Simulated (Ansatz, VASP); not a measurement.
**TaCl3F: VASP beside Ansatz**

```
CELL_PARAMETERS angstrom
-0.03520 -6.77010 0.09533
-6.68029 -3.41925 0.15311
-0.50310 -3.29495 -6.59903
ATOMIC_POSITIONS crystal
Ta 0.21458 0.00299 0.00453
Ta 0.77745 0.00318 0.00504
Cl 0.01251 0.21792 0.26409
Cl 0.51289 0.22409 0.25938
Cl 0.01898 0.77578 0.19999
Cl 0.97466 0.22894 0.80794
Cl 0.48866 0.18464 0.82261
Cl 0.53043 0.79625 0.15723
F 0.40786 0.82291 0.79710
F 0.96399 0.82731 0.79408
```

Change from the starting cell: cell x1, atoms moved at random (sigma 0.15 Å) and cell strained at random (1.5 %), then relaxed without symmetry.

Alike in both runs: functional PBE; k mesh 4 × 4 × 4; occupations gaussian, width 0.1 eV; no spin polarisation.

Ansatz relaxed the structure, and its values are those at the end. VASP's run is a single point on that final structure, the one shown.

|  | VASP | Ansatz |
| --- | --- | --- |
| version | VASP 6.6.1 | Ansatz 0.2.0 |
| potentials or method | VASP PAW PBE potentials, release 64 (Ta_pv, Cl, F), cutoff 520 eV | scalar-relativistic, plane waves, PAW |
| valence electrons in the cell | 78 | 82 |

|  | VASP | Ansatz | Ansatz less VASP |
| --- | --- | --- | --- |
| gap on the k mesh at the Fermi level (eV) | 1.63 | 1.63 | +0.003 |
| least direct gap on the mesh (eV) | 1.64 | 1.64 | +0.003 |
| pressure (GPa) | 0.1 | 0.0 | -0.05 |
| rms of the force components (eV/Å) | 0.084 | 0.008 | -0.0761 |

VASP's potentials hold 78 valence electrons a cell and Ansatz's 82, so a difference there can come from the potentials and not from the codes.

Spin-orbit coupling is off throughout.
